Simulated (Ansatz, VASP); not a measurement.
One calculation of BN, two programs

The input INCAR:

```
ALGO     = Normal         # electronic algorithm
EDIFF    = 1E-6           # SCF threshold, eV
ENCUT    = 600            # plane-wave cutoff, eV
GGA      = PE             # functional
GGA_COMPAT= F            
ISIF     = 2              # what is computed and relaxed
ISMEAR   = -1             # smearing method
LASPH    = T              # aspherical terms in the spheres
LCHARG   = F              # write CHGCAR
LREAL    = Auto         
LWAVE    = F              # write WAVECAR
NBANDS   = 96             # bands
NELM     = 120            # most SCF steps
PREC     = Accurate       # precision mode
SIGMA    = 0.01           # smearing width, eV
```

File KPOINTS:

```
k-points
0
Gamma
  1 1 1
```

POSCAR

```
BN
1.0
    7.4650312800      0.0000000000      0.0000000000
   -3.7325156400      6.4649067300      0.0000000000
    0.0000000000      0.0000000000      6.4954828800
B N
18 18
Direct
    0.1111968464      0.2221364870      0.2500000000
    0.2221364870      0.1111968464      0.7500000000
    0.1111968464      0.5554698203      0.2500000000
    0.2221364870      0.4445301797      0.7500000000
    0.1111968464      0.8888031536      0.2500000000
    0.2221364870      0.7778635130      0.7500000000
    0.4445301797      0.2221364870      0.2500000000
    0.5554698203      0.1111968464      0.7500000000
    0.4445301797      0.5554698203      0.2500000000
    0.5554698203      0.4445301797      0.7500000000
    0.4445301797      0.8888031536      0.2500000000
    0.5554698203      0.7778635130      0.7500000000
    0.7778635130      0.2221364870      0.2500000000
    0.8888031536      0.1111968464      0.7500000000
    0.7778635130      0.5554698203      0.2500000000
    0.8888031536      0.4445301797      0.7500000000
    0.7778635130      0.8888031536      0.2500000000
    0.8888031536      0.7778635130      0.7500000000
    0.1114069254      0.2219264080      0.7500000000
    0.2219264080      0.1114069254      0.2500000000
    0.1114069254      0.5552597413      0.7500000000
    0.2219264080      0.4447402587      0.2500000000
    0.1114069254      0.8885930746      0.7500000000
    0.2219264080      0.7780735920      0.2500000000
    0.4447402587      0.2219264080      0.7500000000
    0.5552597413      0.1114069254      0.2500000000
    0.4447402587      0.5552597413      0.7500000000
    0.5552597413      0.4447402587      0.2500000000
    0.4447402587      0.8885930746      0.7500000000
    0.5552597413      0.7780735920      0.2500000000
    0.7780735920      0.2219264080      0.7500000000
    0.8885930746      0.1114069254      0.2500000000
    0.7780735920      0.5552597413      0.7500000000
    0.8885930746      0.4447402587      0.2500000000
    0.7780735920      0.8885930746      0.7500000000
    0.8885930746      0.7780735920      0.2500000000
```

Input for Ansatz:

```yaml
crystal:
  lattice:
    - [7.46503128, 0.0, 0.0]
    - [-3.73251564, 6.46490673, 0.0]
    - [0.0, 0.0, 6.49548288]
  atoms:
    - { symbol: B, position: [0.1111968463817, 0.2221364869517, 0.25] }
    - { symbol: B, position: [0.2221364869517, 0.1111968463817, 0.75] }
    - { symbol: "N", position: [0.1114069253563, 0.221926407977, 0.75] }
    - { symbol: "N", position: [0.221926407977, 0.1114069253563, 0.25] }
    - { symbol: B, position: [0.1111968463817, 0.555469820285, 0.25] }
    - { symbol: B, position: [0.2221364869517, 0.444530179715, 0.75] }
    - { symbol: "N", position: [0.1114069253563, 0.5552597413104, 0.75] }
    - { symbol: "N", position: [0.221926407977, 0.4447402586896, 0.25] }
    - { symbol: B, position: [0.1111968463817, 0.8888031536183, 0.25] }
    - { symbol: B, position: [0.2221364869517, 0.7778635130483, 0.75] }
    - { symbol: "N", position: [0.1114069253563, 0.8885930746437, 0.75] }
    - { symbol: "N", position: [0.221926407977, 0.778073592023, 0.25] }
    - { symbol: B, position: [0.444530179715, 0.2221364869517, 0.25] }
    - { symbol: B, position: [0.555469820285, 0.1111968463817, 0.75] }
    - { symbol: "N", position: [0.4447402586896, 0.221926407977, 0.75] }
    - { symbol: "N", position: [0.5552597413104, 0.1114069253563, 0.25] }
    - { symbol: B, position: [0.444530179715, 0.555469820285, 0.25] }
    - { symbol: B, position: [0.555469820285, 0.444530179715, 0.75] }
    - { symbol: "N", position: [0.4447402586896, 0.5552597413104, 0.75] }
    - { symbol: "N", position: [0.5552597413104, 0.4447402586896, 0.25] }
    - { symbol: B, position: [0.444530179715, 0.8888031536183, 0.25] }
    - { symbol: B, position: [0.555469820285, 0.7778635130483, 0.75] }
    - { symbol: "N", position: [0.4447402586896, 0.8885930746437, 0.75] }
    - { symbol: "N", position: [0.5552597413104, 0.778073592023, 0.25] }
    - { symbol: B, position: [0.7778635130483, 0.2221364869517, 0.25] }
    - { symbol: B, position: [0.8888031536183, 0.1111968463817, 0.75] }
    - { symbol: "N", position: [0.778073592023, 0.221926407977, 0.75] }
    - { symbol: "N", position: [0.8885930746437, 0.1114069253563, 0.25] }
    - { symbol: B, position: [0.7778635130483, 0.555469820285, 0.25] }
    - { symbol: B, position: [0.8888031536183, 0.444530179715, 0.75] }
    - { symbol: "N", position: [0.778073592023, 0.5552597413104, 0.75] }
    - { symbol: "N", position: [0.8885930746437, 0.4447402586896, 0.25] }
    - { symbol: B, position: [0.7778635130483, 0.8888031536183, 0.25] }
    - { symbol: B, position: [0.8888031536183, 0.7778635130483, 0.75] }
    - { symbol: "N", position: [0.778073592023, 0.8885930746437, 0.75] }
    - { symbol: "N", position: [0.8885930746437, 0.778073592023, 0.25] }
basis:
  ecutwfc: 420.0
  ecutrho_ratio: 4
  xc_grid: 2
  fft_grid_basis: typed
  precision: f64
kpoints:
  mp_grid: { grid: [1, 1, 1] }
hamiltonian:
  pseudopotentials: { kind: paw, azcp: { folder: soft_1 } }
scf:
  max_iter: 80
  self_checks: high
  occupations: { method: fermi_dirac, width: 0.01 }
output:
  forces: true
checkpoint:
  write: "../host.s2.run"
  compress: false
  write_wavefunctions: true
  write_every: 100000
```

Alike in both runs: task single point; functional PBE; k mesh 1 × 1 × 1; occupations fermi-dirac, width 0.01 eV; no spin polarisation.

```csv
,VASP,Ansatz
version,VASP 6.6.1,Ansatz 0.2.0
potentials or method,"VASP PAW PBE potentials, release 64 (B, N), cutoff 600 eV",plane-wave PAW DFT
valence electrons in the cell,144,144
```

```tsv
	VASP	Ansatz	Ansatz less VASP
gap on the k mesh at the Fermi level (eV)	4.97	4.97	-0.002
rms of the force components (eV/Å)	0.126	0.127	+0.0008
```

The k mesh is coarse, so the values compare programs but aren't converged.
